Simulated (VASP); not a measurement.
The system is NbPdSe4.

```
Nb Pd Se
1.0
     4.81242    0.00000    0.00000
    -2.40621    4.16768    0.00000
     0.00000    0.00000    5.67222
Nb Pd Se
1 1 4
Direct
  0.00000 0.00000 0.50000
  0.00000 0.00000 0.00000
  0.33333 0.66667 0.72972
  0.33333 0.66667 0.27028
  0.66667 0.33333 0.72972
  0.66667 0.33333 0.27028
```

The cell was built from a structure type or drawn by symmetry, and may not be a known phase.

| Item | Value |
| --- | --- |
| Program | VASP 6.6.1 |
| Task | relaxation of cell and atoms |
| Functional | PBE |
| Potentials or basis | VASP PAW PBE potentials, release 64 (Nb_sv, Pd, Se) |
| Cutoff | 600 eV |
| k mesh | 6 × 6 × 4 |
| Occupations | gaussian, width 0.1 eV |
| Spin | no spin polarisation |

At the start: pressure 0.7 GPa; volume 18.96 Å³/atom.

Q: Where does the relaxation end?

A: Over 6 steps the energy falls by 6.6 meV/atom and the volume is 19.14 Å³/atom (+0.9 %); space group P6/mmm (No. 191, to 0.1 Å) before and after.

Step by step:
```csv
step,energy change (eV),largest force (eV/Å),pressure (GPa),volume (Å³)
1,0.0000,0.0983,0.71,113.77
2,-0.0278,0.1994,-0.52,115.13
3,-0.0283,0.2145,-0.68,115.33
4,-0.0367,0.1019,0.31,114.35
5,-0.0368,0.0905,0.40,114.26
6,-0.0394,0.0133,0.10,114.81
```

Final structure:
```
CELL_PARAMETERS angstrom
4.77357 0.00000 0.00000
-2.38678 4.13403 0.00000
0.00000 0.00000 5.81806
ATOMIC_POSITIONS crystal
Nb 0.00000 0.00000 0.50000
Pd 0.00000 0.00000 0.00000
Se 0.33333 0.66667 0.72510
Se 0.33333 0.66667 0.27490
Se 0.66667 0.33333 0.72510
Se 0.66667 0.33333 0.27490
```
